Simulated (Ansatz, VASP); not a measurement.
**Rb: VASP beside Ansatz**

```
CELL_PARAMETERS angstrom
-2.80250 2.80250 2.80250
2.80250 -2.80250 2.80250
2.80250 2.80250 -2.80250
ATOMIC_POSITIONS crystal
Rb 0.00000 0.00000 0.00000
```

Alike in both runs: functional PBE; k mesh 5 × 5 × 5; occupations fermi-dirac, width 0.05 eV; non-collinear spin, spin-orbit coupling.

|  | VASP | Ansatz |
| --- | --- | --- |
| version | VASP 6.6.1 | Ansatz 0.2.0 |
| potentials or method | VASP PAW PBE potentials, release 64 (Rb_sv), cutoff 520 eV | all-electron LAPW, relativistic spinors |
| task | single point | band structure |

```csv
,VASP,Ansatz,Ansatz less VASP
pressure (GPa),0.1,0.1,+0.01
```

Ansatz ran all-electron here, and VASP with PAW potentials.

Noted on Ansatz's run: the k mesh is thin for a metal, which can move the energy by tens of meV per atom.
